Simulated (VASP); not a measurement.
A run of VASP 6.6.1:

File INCAR:

```
SYSTEM = Al2O3
PREC = Accurate ; ENCUT = 520
EDIFF = 1E-6 ; ISMEAR = 0
SIGMA = 0.05 ; LREAL = .False.
LASPH = .True. ; NELM = 100
ALGO = Normal ; ISIF = 2
LWAVE = .False. ; LCHARG = .True.
GGA = PS ; LELF = .True.
LVHAR = .True. ; NBANDS = 20
```

KPOINTS

```
regular mesh
0
Gamma
  12 12 4
  0 0 0
```

POSCAR

```
Al2O3
1.0
    2.7760839405      0.0000000000      0.0000000000
   -1.3880419702      2.4041592155      0.0000000000
    0.0000000000      0.0000000000      8.1806068824
Al O
2 3
Direct
    0.0000000000      0.0000000000      0.2779510000
    0.0000000000      0.0000000000      0.7220490000
    0.3333333333      0.6666666667      0.1994540000
    0.6666666667      0.3333333333      0.8005460000
    0.0000000000      0.0000000000      0.5000000000
```

Potentials or basis: VASP PAW PBE potentials, release 64 (Al, O).

Run with:

```console
$ cat potpaw_PBE.64/Al/POTCAR potpaw_PBE.64/O/POTCAR > POTCAR
$ mpirun -np 1 vasp_std > vasp.out
```

Hardware: 1 thread of Intel(R) Xeon(R) 6975P-C (Granite Rapids), with other jobs on the host.

Question: How long does it take, and how much memory?

Answer: Wall time 26 s on 1 thread of Intel(R) Xeon(R) 6975P-C (Granite Rapids) (shared host), peak memory 0.2 GiB. Counts: scf iterations 14, k points 69.
